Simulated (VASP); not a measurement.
Input of a VASP 6.6.1 run:

INCAR

```
SYSTEM = K
PREC     = Accurate       ! precision mode
ENCUT    = 500            ! plane-wave cutoff, eV
EDIFF    = 1E-6           ! SCF threshold, eV
ISMEAR   = -1             ! smearing method
SIGMA    = 0.1            ! smearing width, eV
LREAL    = .FALSE.        ! projectors in reciprocal space
LASPH    = .TRUE.         ! aspherical terms in the spheres
NELM     = 120            ! most SCF steps
ALGO     = Normal         ! electronic algorithm
ISIF     = 2              ! what is computed and relaxed
LWAVE    = .FALSE.        ! write WAVECAR
LCHARG   = .FALSE.        ! write CHGCAR
GGA      = PS             ! functional
NBANDS   = 10             ! bands
GGA_COMPAT= .FALSE.
```

File KPOINTS:

```
Automatic mesh
0
G
  5 5 5
  0 0 0
```

Contents of POSCAR:

```
K
1.0
    4.3104394900      0.0000000000      0.0000000000
    0.0000000000      4.3104394900      0.0000000000
    0.0000000000      0.0000000000      4.3104394900
K
1
Direct
    0.0000000000      0.0000000000      0.0000000000
```

Potentials or basis: VASP PAW PBE potentials, release 64 (K_sv).

The run is started by

```sh
$ cat potpaw_PBE.64/K_sv/POTCAR > POTCAR
$ mpirun -np 1 vasp_std > vasp.out
```

Predict the pressure.

-0.1 GPa.

Caveat: the PAW data sets were made with another functional, which shifts forces and pressure a little.
